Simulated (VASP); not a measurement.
# BeS (lda) (F-43m) in VASP: notebook

BeS (lda) is run at these levels: LDA; tasks: single point, relaxation of cell and atoms.

Everything below comes from runs of VASP 6.6.1. Logs are shortened: lines on timing, memory, paths and dates and some standing lists are left out, and cuts for length are marked.

### Step 1. The cell of the first run

The structure is cubic, space group F-43m (No. 216). The conventional cell has a = 4.870 Å, b = 4.870 Å, c = 4.870 Å, α = 90.00°, β = 90.00°, γ = 90.00°. Be (site symmetry -43m) has 4 S at 2.11 Å within 2.8 Å. Within 2.8 Å of S (site symmetry -43m) lie 4 Be at 2.11 Å.

### Step 2. Single point, LDA

INCAR reads:

```
PREC = Accurate
ENCUT = 600
EDIFF = 1E-6
ISMEAR = 0
SIGMA = 0.1
LREAL = False
LASPH = True
NELM = 120
ALGO = Normal
ISIF = 2
LWAVE = False
LCHARG = False
NBANDS = 11
GGA_COMPAT = False
```

KPOINTS reads:

```
regular mesh
0
Gamma
  6 6 6
```

POSCAR reads:

```
BeS
1.0
    0.0000000000      2.4351516500      2.4351516500
    2.4351516500      0.0000000000      2.4351516500
    2.4351516500      2.4351516500      0.0000000000
Be S
1 1
Direct
    0.0000000000      0.0000000000      0.0000000000
    0.2500000000      0.2500000000      0.2500000000
```

Potentials or basis: VASP PAW LDA potentials, release 64 (Be, S).

Started as:

```bash
$ cat potpaw_LDA.64/Be/POTCAR potpaw_LDA.64/S/POTCAR > POTCAR
$ mpirun -np 1 vasp_std > vasp.out
```

OUTCAR:

```text
PREC = Accurate
   ENCUT = 600
   EDIFF = 1E-6
   ISMEAR = 0
   LREAL = False
   LASPH = True
   NELM = 120
   ISIF = 2

 ion  position               nearest neighbor table
   1  0.000  0.000  0.000-   2 2.11   2 2.11   2 2.11   2 2.11
   2  0.250  0.250  0.250-   1 2.11   1 2.11   1 2.11   1 2.11

  LATTYP: Found a face centered cubic cell.
 ALAT       =     4.8703033000

  Lattice vectors:

 A1 = (   0.0000000000,   2.4351516500,   2.4351516500)
 A2 = (   2.4351516500,   0.0000000000,   2.4351516500)
 A3 = (   2.4351516500,   2.4351516500,   0.0000000000)

Analysis of symmetry for initial positions (statically):
=====================================================================
 Subroutine PRICEL returns:
 Original cell was already a primitive cell.

 Routine SETGRP: Setting up the symmetry group for a
 face centered cubic supercell.

 Subroutine GETGRP returns: Found 24 space group operations
 (whereof 24 operations were pure point group operations)
 out of a pool of 48 trial point group operations.

The static configuration has the point symmetry T_d .

Analysis of symmetry for dynamics (positions and initial velocities):
=====================================================================
 Subroutine PRICEL returns:
 Original cell was already a primitive cell.

 Routine SETGRP: Setting up the symmetry group for a
 face centered cubic supercell.

 Subroutine GETGRP returns: Found 24 space group operations
 (whereof 24 operations were pure point group operations)
 out of a pool of 48 trial point group operations.

The dynamic configuration has the point symmetry T_d .

 Subroutine INISYM returns: Found 24 space group operations
 (whereof 24 operations are pure point group operations),
 and found     1 'primitive' translations

----------------------------------------------------------------------------------------

                                     Primitive cell

  volume of cell :      28.8807

  direct lattice vectors                    reciprocal lattice vectors
     0.000000000  2.435151650  2.435151650    -0.205326021  0.205326021  0.205326021
     2.435151650  0.000000000  2.435151650     0.205326021 -0.205326021  0.205326021
     2.435151650  2.435151650  0.000000000     0.205326021  0.205326021 -0.205326021

  length of vectors
     3.443824490  3.443824490  3.443824490     0.355635101  0.355635101  0.355635101

  position of ions in fractional coordinates (direct lattice)
     0.000000000  0.000000000  0.000000000
     0.250000000  0.250000000  0.250000000

  ion indices of the primitive-cell ions
   primitive index   ion index
                 1           1
                 2           2

----------------------------------------------------------------------------------------

 KPOINTS: regular mesh

Automatic generation of k-mesh.
 Grid dimensions read from file:
 generate k-points for:    6    6    6

 Generating k-lattice:

  Cartesian coordinates                     Fractional coordinates (reciprocal lattice)
    -0.034221004  0.034221004  0.034221004     0.166666667  0.000000000  0.000000000
     0.034221004 -0.034221004  0.034221004     0.000000000  0.166666667  0.000000000
     0.034221004  0.034221004 -0.034221004     0.000000000  0.000000000  0.166666667

  Length of vectors
     0.059272517  0.059272517  0.059272517

  Shift w.r.t. Gamma in fractional coordinates (k-lattice)
     0.000000000  0.000000000  0.000000000

 Subroutine IBZKPT returns following result:
 ===========================================

 Found     16 irreducible k-points:

 Following reciprocal coordinates:
            Coordinates               Weight
  0.000000  0.000000  0.000000      1.000000
  0.166667  0.000000  0.000000      8.000000
  0.333333  0.000000  0.000000      8.000000
  0.500000  0.000000  0.000000      4.000000
  0.166667  0.166667  0.000000      6.000000
  0.333333  0.166667  0.000000     24.000000
[... 8 lines left out ...]
 -0.333333  0.333333  0.166667     24.000000
 -0.333333  0.500000  0.166667     12.000000
   k-points           NKPTS =     16   k-points in BZ     NKDIM =     16   number of bands    NBANDS=     11
   number of dos      NEDOS =    301   number of ions     NIONS =      2
   total plane-waves  NPLWV =  21952
   dimension x,y,z NGX =    28 NGY =   28 NGZ =   28
   dimension x,y,z NGXF=    56 NGYF=   56 NGZF=   56
   ions per type =               1   1
   NGX,Y,Z   is equivalent  to a cutoff of  13.52, 13.52, 13.52 a.u.
   NGXF,Y,Z  is equivalent  to a cutoff of  27.03, 27.03, 27.03 a.u.
 SYSTEM =  unknown system
   PREC   = accura    normal or accurate (medium, high low for compatibility)
   ISTART =      0    job   : 0-new  1-cont  2-samecut
   ICHARG =      2    charge: 1-file 2-atom 10-const
   ISPIN  =      1    spin polarized calculation?
   LNONCOLLINEAR =      F non collinear calculations
   LSORBIT =      F    spin-orbit coupling
   LASPH  =      T    aspherical Exc in radial PAW
   ENCUT  =  600.0 eV  44.10 Ry    6.64 a.u.   6.88  6.88  6.88*2*pi/ulx,y,z
   NELM   =    120;   NELMIN=  2; NELMDL= -5     # of ELM steps
   EDIFF  = 0.1E-05   stopping-criterion for ELM
   LREAL  =      F    real-space projection
   EDIFFG = 0.1E-04   stopping-criterion for IOM
   NSW    =      0    number of steps for IOM
   IBRION =     -1    ionic relax: 0-MD 1-quasi-New 2-CG
   NFREE  =      0    steps in history (QN), initial steepest desc. (CG)
   ISIF   =      2    stress and relaxation
   ISYM   =      2    0-nonsym 1-usesym 2-fastsym
   POTIM  = 0.5000    time-step for ionic-motion
   TEBEG  =    0.0;   TEEND  =   0.0 temperature during run
   PSTRESS=    0.0 pullay stress
   NELECT =       8.0000    total number of electrons
   NUPDOWN=      -1.0000    fix difference up-down
   EMIN   =  10.00;   EMAX   =-10.00  energy-range for DOS
   EFERMI =   0.00;   METHOD = LEGACY
   ISMEAR =     0;   SIGMA  =   0.10  broadening in eV -4-tet -1-fermi 0-gaus
   EFERMI_NEDOS =   21; number of points for ismear=-14 and -15
   IALGO  =     38    algorithm
   IMIX   =      4    mixing-type and parameters
     AMIX     =   0.40;   BMIX     =  1.00
     AMIX_MAG =   1.60;   BMIX_MAG =  1.00
  volume/ion in A,a.u.               =      14.44        97.45
  Fermi-wavevector in a.u.,A,eV,Ry     =   1.067175  2.016668 15.495153  1.138862
  Thomas-Fermi vector in A             =   2.202783
   LORBIT       =      0    0 simple, 1 ext, 2 COOP (PROOUT), +10 PAW based schemes
   GGA     = CA    functional components
   LHFCALC =     F    Hartree Fock is set to
   AEXX    =    0.0000 exact exchange contribution
   IVDW    =     0    specifies the selected vdW correction
   LEPSILON=     F    determine dielectric tensor
   LRPA    =     F    only Hartree local field effects (RPA)
 non-spin polarized calculation
 Gauss-broadening in eV      SIGMA  =   0.10
  energy-cutoff  :      600.00
  volume of cell :       28.88
 maximum number of plane-waves:       982
   NGX = 13   NGY = 13   NGZ = 13

 number of electron       7.9999999 magnetization

 Free energy of the ion-electron system (eV)
  ---------------------------------------------------
  ext. energy  EPLUGINS =         0.00000000
  ---------------------------------------------------
  free energy    TOTEN  =       -11.12232651 eV

  energy without entropy =      -11.12232651  energy(sigma->0) =      -11.12232651

 E-fermi :   4.3694     XC(G=0):  -9.9389

 val. band max:        3.9016257679   @ k =   0.0000   0.0000   0.0000
 cond. band min:       6.8309374786   @ k =   0.5000   0.5000   0.0000
 fundamental gap:      2.9293117107
 Fermi energy:         4.3693542025

 k-point     1 :       0.0000    0.0000    0.0000
  band No.  band energies     occupation
      1      -9.6708      2.00000
      2       3.9016      2.00000
      3       3.9016      2.00000
      4       3.9016      2.00000
      5       9.4482      0.00000
      6       9.4482      0.00000
      7       9.4482      0.00000
      8       9.4715      0.00000
      9      16.6873      0.00000
     10      16.6873      0.00000
     11      18.4033      0.00000

 k-point     2 :       0.1667    0.0000    0.0000
  band No.  band energies     occupation
      1      -9.3630      2.00000
      2       2.0092      2.00000
      3       3.5761      2.00000
      4       3.5761      2.00000
      5       9.2963      0.00000
      6      10.0084      0.00000
      7      10.0084      0.00000
      8      11.5269      0.00000
      9      15.7158      0.00000
     10      15.7158      0.00000
     11      18.0765      0.00000

 k-point     3 :       0.3333    0.0000    0.0000
  band No.  band energies     occupation
      1      -8.5945      2.00000
      2      -0.6451      2.00000
      3       3.0756      2.00000
      4       3.0756      2.00000
      5       9.2443      0.00000
      6      10.4332      0.00000
      7      10.4332      0.00000
      8      13.9870      0.00000
      9      16.4223      0.00000
     10      16.4223      0.00000
     11      17.7934      0.00000

 k-point     4 :       0.5000    0.0000    0.0000
  band No.  band energies     occupation
      1      -8.0736      2.00000
      2      -1.8634      2.00000
      3       2.8724      2.00000
      4       2.8724      2.00000
      5       9.2130      0.00000
      6      10.3390      0.00000
      7      10.3390      0.00000
      8      14.7567      0.00000
      9      18.6820      0.00000
     10      18.7275      0.00000
     11      18.7275      0.00000

 k-point     5 :       0.1667    0.1667    0.0000
  band No.  band energies     occupation
      1      -9.2607      2.00000
      2       2.3632      2.00000
      3       2.9723      2.00000
      4       2.9723      2.00000
      5       8.7337      0.00000
      6      10.9489      0.00000
      7      11.0060      0.00000
      8      11.0060      0.00000
      9      14.1380      0.00000
     10      17.2789      0.00000
     11      19.4425      0.00000
[... 99 lines left out ...]
 k-point    13 :       0.5000    0.5000    0.0000
  band No.  band energies     occupation
      1      -7.5390      2.00000
      2      -1.0767      2.00000
      3       1.2705      2.00000
      4       1.2705      2.00000
      5       6.8309      0.00000
      6       8.7117      0.00000
      7      16.4086      0.00000
      8      16.4086      0.00000
      9      19.0315      0.00000
     10      20.2699      0.00000
     11      20.6351      0.00000

 k-point    14 :       0.5000    0.3333    0.1667
  band No.  band energies     occupation
      1      -8.0281      2.00000
      2      -0.4647      2.00000
      3       0.9239      2.00000
      4       1.9939      2.00000
      5       9.4938      0.00000
      6      10.7659      0.00000
      7      11.5804      0.00000
      8      13.9988      0.00000
      9      16.3166      0.00000
     10      18.2435      0.00000
     11      20.3263      0.00000

 k-point    15 :      -0.3333    0.3333    0.1667
  band No.  band energies     occupation
      1      -7.6493      2.00000
      2      -0.9392      2.00000
      3       0.4767      2.00000
      4       1.5168      2.00000
      5       9.9177      0.00000
      6      10.7634      0.00000
      7      13.2201      0.00000
      8      13.9572      0.00000
      9      14.9175      0.00000
     10      19.1651      0.00000
     11      19.9631      0.00000

 k-point    16 :      -0.3333    0.5000    0.1667
  band No.  band energies     occupation
      1      -7.4973      2.00000
      2      -0.6577      2.00000
      3       0.4960      2.00000
      4       0.7062      2.00000
      5       8.8734      0.00000
      6      10.4432      0.00000
      7      13.6948      0.00000
      8      14.2231      0.00000
      9      18.0092      0.00000
     10      18.2044      0.00000
     11      20.7175      0.00000

------------------------ aborting loop because EDIFF is reached ----------------------------------------

  FORCE on cell =-STRESS in cart. coord.  units (eV):
  Direction    XX          YY          ZZ          XY          YZ          ZX
  --------------------------------------------------------------------------------------
  -------------------------------------------------------------------------------------
  Total       -0.7570883     -0.7570883     -0.7570883      0.0000000      0.0000000      0.0000000
  in kB      -41.9999779    -41.9999779    -41.9999779      0.0000000      0.0000000      0.0000000
  external PRESSURE =     -41.9999779 kB  Pullay stress =       0.0000000 kB

 VOLUME and BASIS-vectors are now :
 -----------------------------------------------------------------------------
  energy-cutoff  :      600.00
  volume of cell :       28.88
      direct lattice vectors                 reciprocal lattice vectors
     0.000000000  2.435151650  2.435151650    -0.205326021  0.205326021  0.205326021
     2.435151650  0.000000000  2.435151650     0.205326021 -0.205326021  0.205326021
     2.435151650  2.435151650  0.000000000     0.205326021  0.205326021 -0.205326021

 POSITION                                       TOTAL-FORCE (eV/Angst)
 -----------------------------------------------------------------------------------
      0.00000      0.00000      0.00000        -0.000000     -0.000000     -0.000000
      1.21758      1.21758      1.21758         0.000000      0.000000      0.000000
 -----------------------------------------------------------------------------------
    total drift:                               -0.000000     -0.000000      0.000000

  FREE ENERGIE OF THE ION-ELECTRON SYSTEM (eV)
  ---------------------------------------------------
  free  energy   TOTEN  =       -11.1223265090 eV

  energy  without entropy=      -11.1223265090  energy(sigma->0) =      -11.12232651
```

Run time: 5.2 s. Hardware: 1 thread of Intel Xeon 6975P-C, shared host; peak memory 0.13 GiB.

Results:

```
Free energy            : -11.1223 eV
Pressure               : -4.2 GPa
Band gap on the k mesh : 2.93 eV, indirect (least direct gap 5.55 eV)
```

### Step 3. Single point, LDA

This run uses another cell than the first one, of 13.79 Å³/atom, 0.955 times its volume.

Changes to INCAR since step 2:

```diff
@@ -4,3 +4,3 @@
 ISMEAR = 0
-SIGMA = 0.1
+SIGMA = 0.02
 LREAL = False
```

KPOINTS reads:

```
regular mesh
0
Gamma
  8 8 8
```

POSCAR reads:

```
BeS
1.0
    0.0000000000      2.3980503539      2.3980503539
    2.3980503539      0.0000000000      2.3980503539
    2.3980503539      2.3980503539      0.0000000000
Be S
1 1
Direct
    0.0000000000      0.0000000000      0.0000000000
    0.2500000000      0.2500000000      0.2500000000
```

Potentials or basis: VASP PAW LDA potentials, release 64 (Be, S).

Started as:

```bash
$ cat potpaw_LDA.64/Be/POTCAR potpaw_LDA.64/S/POTCAR > POTCAR
$ mpirun -np 1 vasp_std > vasp.out
```

Run time: 6.9 s. Hardware: 1 thread of Intel Xeon 6975P-C, shared host; peak memory 0.14 GiB.

It converged, with:

```
Free energy            : -11.1426 eV
Pressure               : 0.1 GPa
Band gap on the k mesh : 2.83 eV, indirect (least direct gap 5.53 eV)
```

Levels at points of the mesh, in eV from the valence-band top:
```csv
k point,band 1,band 2,band 3,band 4,band 5,band 6,band 7,band 8,band 9
"(0.00, 0.00, 0.00)",-13.88,0.00,0.00,0.00,5.53,5.53,5.53,5.96,12.88
"(0.50, 0.00, 0.00)",-12.16,-6.06,-1.09,-1.09,5.48,6.43,6.43,11.07,15.05
"(0.50, 0.50, 0.00)",-11.58,-5.21,-2.79,-2.79,2.83,4.77,12.88,12.88,15.75
```

A k mesh can miss the band edges. A hybrid or GW would open this gap; LDA tends to underestimate it.

### Step 4. Relaxation of cell and atoms, LDA

INCAR reads:

```
SYSTEM = BeS
PREC = Accurate
ENCUT = 600
EDIFF = 1E-7
ISMEAR = 0
SIGMA = 0.02
LREAL = .FALSE.
LASPH = .TRUE.
NELM = 120
ALGO = Normal
ISIF = 3
LWAVE = .FALSE.
LCHARG = .FALSE.
GGA = CA
IBRION = 2
NSW = 100
EDIFFG = -0.002
GGA_COMPAT = .FALSE.
NELMIN = 4
```

KPOINTS reads:

```
Automatic mesh
0
G
  8 8 8
  0 0 0
```

POSCAR reads:

```
BeS
1.0
    0.0000000000      2.4351516500      2.4351516500
    2.4351516500      0.0000000000      2.4351516500
    2.4351516500      2.4351516500      0.0000000000
Be S
1 1
Direct
    0.0000000000      0.0000000000      0.0000000000
    0.2500000000      0.2500000000      0.2500000000
```

Started as:

```bash
$ cat potpaw_LDA.64/Be/POTCAR potpaw_LDA.64/S/POTCAR > POTCAR
$ mpirun -np 1 vasp_std > vasp.out
```

Wall time 14 s (1 thread of Intel Xeon 6975P-C, shared host); peak memory 0.14 GiB.

It converged, with:

```
Free energy                            : -11.1427 eV
Relaxed volume                         : 13.80 Å³/atom
Relaxed cell                           : a = 3.392 Å, b = 3.392 Å, c = 3.392 Å, α = 60.00°, β = 60.00°, γ = 60.00°
Space group after relaxing (to 0.05 Å) : F-43m (No. 216)
Energy gained by relaxing              : 8.8 meV/atom
Ionic steps                            : 3
Pressure after relaxing                : 0.0 GPa
Band gap on the k mesh                 : 2.83 eV, indirect (least direct gap 5.53 eV)
```

The path:
```
step  energy change (eV)  largest force (eV/Å)  pressure (GPa)  volume (Å³)
   1              0.0000                0.0000           -4.24        28.88
   2             -0.0166                0.0000            1.10        27.31
   3             -0.0175                0.0000            0.01        27.60
```

Final structure:
```xyz
2
Lattice="0.0000 2.3986 2.3986 2.3986 0.0000 2.3986 2.3986 2.3986 0.0000" Properties=species:S:1:pos:R:3 pbc="T T T"
Be    0.0000    0.0000    0.0000
S     1.1993    1.1993    1.1993
```

Levels at points of the mesh, in eV from the valence-band top:
| k point | band 2 | band 3 | band 4 | band 5 | band 6 | band 7 |
| --- | --- | --- | --- | --- | --- | --- |
| (0.00, 0.00, 0.00) | 0.00 | 0.00 | 0.00 | 5.53 | 5.53 | 5.53 |
| (0.50, 0.00, 0.00) | -6.06 | -1.09 | -1.09 | 5.48 | 6.43 | 6.43 |
| (0.50, 0.50, 0.00) | -5.21 | -2.79 | -2.79 | 2.83 | 4.77 | 12.88 |

A k mesh can miss the band edges. A hybrid or GW would open this gap; LDA tends to underestimate it.

### Step 5. Overview

```csv
task,cell,k mesh,smearing,gap on the mesh (eV),pressure (GPa)
single point,"a = 3.444 Å, angles 60.0°, 2 atoms",6 × 6 × 6,gaussian 0.1 eV,2.93,-4.2
single point,"a = 3.391 Å, angles 60.0°, 2 atoms",8 × 8 × 8,gaussian 0.02 eV,2.83,0.1
relaxation of cell and atoms,"relaxed from a = 3.444 Å, angles 60.0°, 2 atoms",8 × 8 × 8,gaussian 0.02 eV,2.83,0.0
```

Alike in all rows: level LDA; potentials or basis VASP PAW LDA potentials, release 64 (Be, S); no spin polarisation; cutoff (eV) 600.

Absolute energies hang on the potentials; compare differences alone.
